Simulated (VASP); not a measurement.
**SrO: single point with r2SCAN**

SrO:

```
Sr O
1.0
     0.00000    2.79228    2.79228
     2.79228    0.00000    2.79228
     2.79228    2.79228    0.00000
Sr O
1 1
Direct
  0.00000 0.00000 0.00000
  0.25000 0.25000 0.25000
```

- Program: VASP 6.6.1
- Task: single point
- Functional: r2SCAN
- Potentials or basis: VASP PAW PBE potentials, release 64 (Sr_sv, O)
- Cutoff: 520 eV
- k mesh: 6 × 6 × 6
- Occupations: gaussian, width 0.01 eV
- Spin: no spin polarisation
- Dipole correction: no
- Further INCAR settings: ALGO = Normal; EDIFF = 1e-06; NBANDS = 15

The pressure is 0.5 GPa and the band gap on the k mesh is 2.91 eV, indirect (least direct gap 3.75 eV).

Levels at points of the mesh, in eV from the valence-band top:
```csv
k point,band 6,band 7,band 8,band 9,band 10,band 11
"(0.00, 0.00, 0.00)",-0.84,-0.84,-0.84,2.91,8.68,8.68
"(0.50, 0.00, 0.00)",-0.70,-0.53,-0.53,5.64,7.64,8.19
"(0.50, 0.50, 0.00)",-1.40,-0.01,-0.01,4.91,6.22,10.31
```

It took 110 s on 1 thread of AMD EPYC 7R13, on a shared host, peak memory 0.14 GiB.

Caveat: the PAW data sets were made with another functional, which shifts forces and pressure a little. A k mesh can miss the band edges.
